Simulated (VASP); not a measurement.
# ScAl3N3 (Cm) in VASP: single point with PBE

Aim: the single point of ScAl3N3 with PBE.

Everything below comes from runs of VASP 6.6.1. Logs are shortened: lines on timing, memory, paths and dates and some standing lists are left out, and cuts for length are marked.

**1. The cell of the first run**

Symmetry: Cm, No. 8, monoclinic system. Conventional cell: a = 10.354 Å, b = 3.197 Å, c = 5.702 Å, α = 90.00°, β = 100.04°, γ = 90.00°. Sc (site symmetry m) has 4 N at 2.06 to 2.12 Å within 2.7 Å. Within 2.5 Å of Al (site symmetry m) lie 2 N at 1.89 to 1.97 Å. Al (site symmetry m) has 3 N at 1.90 to 1.93 Å within 2.5 Å. Al (site symmetry m) has 3 N at 1.88 to 1.92 Å within 2.5 Å. Within 2.5 Å of N (site symmetry m) lie 3 Al at 1.88 to 1.93 Å and 1 Sc at 2.12 Å. N (site symmetry m) has 3 Al at 1.92 to 1.97 Å and 1 Sc at 2.09 Å within 2.5 Å. Within 2.5 Å of N (site symmetry m) lie 2 Al at 1.89 to 1.90 Å and 2 Sc at 2.06 Å.

**2. Single point, PBE**

Input file POSCAR:

```
ScAl3N3
1.0
    5.1767169811     -1.5986480141     -0.0347177208
    5.1767169811      1.5986480141     -0.0347177208
   -0.9566471147      0.0000000000      5.6213631936
Sc Al N
1 3 3
Direct
    0.0604194080      0.0604194080      0.6831825848
    0.3011322378      0.3011322378      0.4311348015
    0.5654247743      0.5654247743      0.1952909017
    0.8187802040      0.8187802040      0.9371057974
    1.0022152573      1.0022152573      0.0211104811
    0.2654775165      0.2654775165      0.7597176223
    0.4865505421      0.4865505421      0.4724587911
```

Input file INCAR.step1:

```
SYSTEM = ScAl3N3
ALGO = Normal ; EDIFF = 1E-6
ENCUT = 520 ; GGA = PE
GGA_COMPAT = .False. ; ISIF = 2
ISMEAR = 0 ; LASPH = .True.
LCHARG = .True. ; LMAXMIX = 4
LORBIT = 11 ; LREAL = .False.
LWAVE = .False. ; NBANDS = 26
NEDOS = 2001 ; NELM = 120
PREC = Accurate ; SIGMA = 0.1
```

Input file KPOINTS.step1:

```
k-points
0
Gamma
  10 10 6
  0 0 0
```

Input file INCAR.step2:

```
SYSTEM = ScAl3N3
ALGO = Normal ; EDIFF = 1E-6
ENCUT = 520 ; GGA = PE
GGA_COMPAT = .False. ; ICHARG = 11
ISIF = 2 ; ISMEAR = -5
LASPH = .True. ; LCHARG = .False.
LMAXMIX = 4 ; LORBIT = 11
LREAL = .False. ; LWAVE = .False.
NEDOS = 1001 ; NELM = 120
PREC = Accurate ; SIGMA = 0.1
```

Input file KPOINTS.step2:

```
k-points
0
Gamma
  15 15 9
  0 0 0
```

Potentials or basis: VASP PAW PBE potentials, release 64 (Sc_sv, Al, N).

Command:

```console
$ cat potpaw_PBE.64/Sc_sv/POTCAR potpaw_PBE.64/Al/POTCAR potpaw_PBE.64/N/POTCAR > POTCAR
$ cp INCAR.step1 INCAR
$ cp KPOINTS.step1 KPOINTS
$ mpirun -np 1 vasp_std > vasp.out
$ cp INCAR.step2 INCAR
$ cp KPOINTS.step2 KPOINTS
$ mpirun -np 1 vasp_std > vasp.out
```

OUTCAR:

```text
SYSTEM = ScAl3N3
   EDIFF = 1E-6
   ENCUT = 520
   GGA = PE
   ICHARG = 11
   ISIF = 2
   ISMEAR = -5
   LASPH = .True.
   LORBIT = 11
   LREAL = .False.
   NELM = 120
   PREC = Accurate

 ion  position               nearest neighbor table
   1  0.060  0.060  0.683-   7 2.06   7 2.06   6 2.09   5 2.12   2 3.09   4 3.10   3 3.22   3 3.22
                             4 3.23   4 3.23   2 3.24   2 3.24   3 3.32   3 3.32
   2  0.301  0.301  0.431-   7 1.89   6 1.97   3 3.03   3 3.03   1 3.09   1 3.24   1 3.24   3 3.25
                             4 3.27   4 3.27   4 3.28   4 3.28
   3  0.565  0.565  0.195-   7 1.90   5 1.93   5 1.93   2 3.03   2 3.03   4 3.15   4 3.15   1 3.22
                             1 3.22   4 3.22   2 3.25   1 3.32   1 3.32
   4  0.819  0.819  0.937-   5 1.88   6 1.92   6 1.92   1 3.10   3 3.15   3 3.15   3 3.22   1 3.23
                             1 3.23   2 3.27   2 3.27   2 3.28   2 3.28
   5  0.002  0.002  0.021-   4 1.88   3 1.93   3 1.93   1 2.12
   6  0.265  0.265  0.760-   4 1.92   4 1.92   2 1.97   1 2.09
   7  0.487  0.487  0.472-   2 1.89   3 1.90   1 2.06   1 2.06

  LATTYP: Found a base centered monoclinic cell.
 ALAT       =    10.3536667944
 B/A-ratio  =     0.3088080862
 C/A-ratio  =     0.5507404978
 COS(beta)  =    -0.1743760933

  Lattice vectors:

 A1 = (   5.1767169811,  -1.5986480141,  -0.0347177208)
 A2 = (   5.1767169811,   1.5986480141,  -0.0347177208)
 A3 = (  -0.9566471147,   0.0000000000,   5.6213631936)

Analysis of symmetry for initial positions (statically):
=====================================================================
 Subroutine PRICEL returns:
 Original cell was already a primitive cell.

 Routine SETGRP: Setting up the symmetry group for a
 base centered monoclinic supercell.

 Subroutine GETGRP returns: Found  2 space group operations
 (whereof  2 operations were pure point group operations)
 out of a pool of  4 trial point group operations.

The static configuration has the point symmetry C_1h.

Analysis of symmetry for dynamics (positions and initial velocities):
=====================================================================
 Subroutine PRICEL returns:
 Original cell was already a primitive cell.

 Routine SETGRP: Setting up the symmetry group for a
 base centered monoclinic supercell.

 Subroutine GETGRP returns: Found  2 space group operations
 (whereof  2 operations were pure point group operations)
 out of a pool of  4 trial point group operations.

The dynamic configuration has the point symmetry C_1h.

 Subroutine INISYM returns: Found  2 space group operations
 (whereof  2 operations are pure point group operations),
 and found     1 'primitive' translations

----------------------------------------------------------------------------------------

                                     Primitive cell

  volume of cell :      92.9358

  direct lattice vectors                    reciprocal lattice vectors
     5.176716981 -1.598648014 -0.034717721     0.096696673 -0.312764283  0.016455901
     5.176716981  1.598648014 -0.034717721     0.096696673  0.312764283  0.016455901
    -0.956647115  0.000000000  5.621363194     0.001194404  0.000000000  0.178096058

  length of vectors
     5.418051264  5.418051264  5.702183604     0.327784289  0.327784289  0.178100063

  position of ions in fractional coordinates (direct lattice)
     0.060419408  0.060419408  0.683182585
     0.301132238  0.301132238  0.431134802
     0.565424774  0.565424774  0.195290902
     0.818780204  0.818780204  0.937105797
     0.002215257  0.002215257  0.021110481
     0.265477516  0.265477516  0.759717622
     0.486550542  0.486550542  0.472458791

  ion indices of the primitive-cell ions
   primitive index   ion index
                 1           1
                 2           2
                 3           3
                 4           4
                 5           5
                 6           6
                 7           7

----------------------------------------------------------------------------------------

 KPOINTS: k-points

Automatic generation of k-mesh.
 Grid dimensions read from file:
 generate k-points for:   15   15    9

 Generating k-lattice:

  Cartesian coordinates                     Fractional coordinates (reciprocal lattice)
     0.006446445 -0.020850952  0.001097060     0.066666667 -0.000000000  0.000000000
     0.006446445  0.020850952  0.001097060    -0.000000000  0.066666667  0.000000000
     0.000132712  0.000000000  0.019788451    -0.000000000 -0.000000000  0.111111111

  Length of vectors
     0.021852286  0.021852286  0.019788896

  Shift w.r.t. Gamma in fractional coordinates (k-lattice)
     0.000000000  0.000000000  0.000000000

 TETIRR: Found   3044 inequivalent tetrahedra from    12150

 Subroutine IBZKPT returns following result:
 ===========================================

 Found    544 irreducible k-points:

 Following reciprocal coordinates:
            Coordinates               Weight
  0.000000  0.000000  0.000000      1.000000
  0.066667  0.000000 -0.000000      4.000000
  0.133333  0.000000 -0.000000      4.000000
  0.200000  0.000000 -0.000000      4.000000
  0.266667  0.000000 -0.000000      4.000000
  0.333333  0.000000 -0.000000      4.000000
[... 16 lines left out ...]
  0.133333  0.133333 -0.000000      2.000000
  0.200000  0.133333 -0.000000      4.000000
 [... further k-points ...]
   k-points           NKPTS =    544   k-points in BZ     NKDIM =    544   number of bands    NBANDS=     21
   number of dos      NEDOS =   1001   number of ions     NIONS =      7
   total plane-waves  NPLWV =  67200
   dimension x,y,z NGX =    40 NGY =   40 NGZ =   42
   dimension x,y,z NGXF=    80 NGYF=   80 NGZF=   84
   ions per type =               1   3   3
   NGX,Y,Z   is equivalent  to a cutoff of  12.27, 12.27, 12.25 a.u.
   NGXF,Y,Z  is equivalent  to a cutoff of  24.55, 24.55, 24.49 a.u.
 SYSTEM =  ScAl3N3
   PREC   = accura    normal or accurate (medium, high low for compatibility)
   ISTART =      0    job   : 0-new  1-cont  2-samecut
   ICHARG =     11    charge: 1-file 2-atom 10-const
   ISPIN  =      1    spin polarized calculation?
   LNONCOLLINEAR =      F non collinear calculations
   LSORBIT =      F    spin-orbit coupling
   LASPH  =      T    aspherical Exc in radial PAW
   ENCUT  =  520.0 eV  38.22 Ry    6.18 a.u.  10.07 10.07 10.60*2*pi/ulx,y,z
   NELM   =    120;   NELMIN=  2; NELMDL=  0     # of ELM steps
   EDIFF  = 0.1E-05   stopping-criterion for ELM
   LREAL  =      F    real-space projection
   EDIFFG = 0.1E-04   stopping-criterion for IOM
   NSW    =      0    number of steps for IOM
   IBRION =     -1    ionic relax: 0-MD 1-quasi-New 2-CG
   NFREE  =      0    steps in history (QN), initial steepest desc. (CG)
   ISIF   =      2    stress and relaxation
   ISYM   =      2    0-nonsym 1-usesym 2-fastsym
   POTIM  = 0.5000    time-step for ionic-motion
   TEBEG  =    0.0;   TEEND  =   0.0 temperature during run
   PSTRESS=    0.0 pullay stress
   NELECT =      35.0000    total number of electrons
   NUPDOWN=      -1.0000    fix difference up-down
   EMIN   =  10.00;   EMAX   =-10.00  energy-range for DOS
   EFERMI =   0.00;   METHOD = LEGACY
   ISMEAR =    -5;   SIGMA  =   0.10  broadening in eV -4-tet -1-fermi 0-gaus
   EFERMI_NEDOS =   21; number of points for ismear=-14 and -15
   IALGO  =     38    algorithm
   IMIX   =      4    mixing-type and parameters
     AMIX     =   0.40;   BMIX     =  1.00
     AMIX_MAG =   1.60;   BMIX_MAG =  1.00
  volume/ion in A,a.u.               =      13.28        89.59
  Fermi-wavevector in a.u.,A,eV,Ry     =   1.182233  2.234097 19.016531  1.397676
  Thomas-Fermi vector in A             =   2.318491
   LORBIT       =     11    0 simple, 1 ext, 2 COOP (PROOUT), +10 PAW based schemes
   GGA     = PE    functional components
   LHFCALC =     F    Hartree Fock is set to
   AEXX    =    0.0000 exact exchange contribution
   IVDW    =     0    specifies the selected vdW correction
   LEPSILON=     F    determine dielectric tensor
   LRPA    =     F    only Hartree local field effects (RPA)
 non-spin polarized calculation
 Fermi weights with tetrahedron method with Bloechl corrections
  energy-cutoff  :      520.00
  volume of cell :       92.94
 maximum number of plane-waves:      2527

 number of electron      34.9999997 magnetization

 Free energy of the ion-electron system (eV)
  ---------------------------------------------------
  ext. energy  EPLUGINS =         0.00000000
  ---------------------------------------------------
  free energy    TOTEN  =       -49.02549111 eV

  energy without entropy =      -49.02549111  energy(sigma->0) =      -49.02549111

 E-fermi :   6.9154     XC(G=0): -10.3899

 val. band max:        6.9890457200   @ k =  -0.2667   0.0667   0.0000
 cond. band min:       6.8722863247   @ k =  -0.3333   0.0667   0.0000
 fundamental gap:     -0.1167593953
 Fermi energy:         6.9154039343

 k-point     1 :       0.0000    0.0000    0.0000
  band No.  band energies     occupation
      1     -42.6225      2.00000
      2     -21.4002      2.00000
      3     -21.3522      2.00000
      4     -21.2437      2.00000
      5      -9.5060      2.00000
      6      -8.2814      2.00000
[... 13 lines left out ...]
     20       9.0731      0.00000
     21       9.5681      0.00000

 k-point     2 :       0.0667    0.0000   -0.0000
  band No.  band energies     occupation
      1     -42.6211      2.00000
      2     -21.3988      2.00000
      3     -21.3511      2.00000
      4     -21.2581      2.00000
      5      -9.4677      2.00000
      6      -8.2640      2.00000
[... 13 lines left out ...]
     20       9.0523      0.00000
     21       9.3840      0.00000
[... 487 lines left out ...]
      5      -9.4625      2.00000
      6      -8.3211      2.00000
[... 13 lines left out ...]
     20       9.0141      0.00000
     21       9.6446      0.00000

 k-point    24 :       0.2000    0.1333   -0.0000
  band No.  band energies     occupation
      1     -42.6211      2.00000
      2     -21.4000      2.00000
      3     -21.3511      2.00000
      4     -21.2581      2.00000
      5      -9.4043      2.00000
      6      -8.3214      2.00000
[... 13 lines left out ...]
     20       8.9850      0.00000
     21       9.4344      0.00000

 [... further k-points ...]
[... 5 lines left out ...]
  --------------------------------------------------------------------------------------
  -------------------------------------------------------------------------------------
  Total        0.0856786      0.0725767      0.1230973      0.0000000      0.0000000     -0.0080165
  in kB        1.4770656      1.2511948      2.1221501      0.0000000      0.0000000     -0.1382005
  external PRESSURE =       1.6168035 kB  Pullay stress =       0.0000000 kB

 VOLUME and BASIS-vectors are now :
 -----------------------------------------------------------------------------
  energy-cutoff  :      520.00
  volume of cell :       92.94
      direct lattice vectors                 reciprocal lattice vectors
     5.176716981 -1.598648014 -0.034717721     0.096696673 -0.312764283  0.016455901
     5.176716981  1.598648014 -0.034717721     0.096696673  0.312764283  0.016455901
    -0.956647115  0.000000000  5.621363194     0.001194404  0.000000000  0.178096058

 POSITION                                       TOTAL-FORCE (eV/Angst)
 -----------------------------------------------------------------------------------
     -0.02802      0.00000      3.83622         0.016294      0.000000      0.012644
      2.70531      0.00000      2.40266        -0.006778      0.000000     -0.008348
      5.66726      0.00000      1.05854        -0.005343      0.000000      0.010852
      7.58071      0.00000      5.21096         0.009674      0.000000      0.003250
      0.00274      0.00000      0.11852        -0.021877      0.000000      0.043185
      2.02182      0.00000      4.25222         0.049861      0.000000      0.012875
      4.58549      0.00000      2.62208        -0.041831      0.000000     -0.074457
 -----------------------------------------------------------------------------------
    total drift:                               -0.000016     -0.000000     -0.000938

  FREE ENERGIE OF THE ION-ELECTRON SYSTEM (eV)
  ---------------------------------------------------
  free  energy   TOTEN  =       -49.0254911058 eV

  energy  without entropy=      -49.0254911058  energy(sigma->0) =      -49.02549111

 total charge

# of ion       s       p       d       tot
------------------------------------------
    1        2.263   6.251   1.239   9.752
    2        0.411   0.357   0.000   0.768
    3        0.356   0.381   0.000   0.737
    4        0.376   0.392   0.000   0.768
    5        1.240   2.553   0.000   3.793
    6        1.250   2.524   0.000   3.774
    7        1.251   2.549   0.000   3.800
--------------------------------------------------
tot          7.146  15.007   1.239  23.391
```

Run time: 32 min. Hardware: 1 thread of Oxide Virtual Turin-like, shared host; peak memory 1 GiB.

Results:

| Quantity | Value |
| --- | --- |
| Valence electrons inside the program's atomic spheres | Sc 9.75; Al 0.77, 0.74 (each value once); N 3.79, 3.77, 3.80 |

Caveat: an odd number of electrons without spin polarisation forces a metal; a magnetic or distorted state may lie lower.
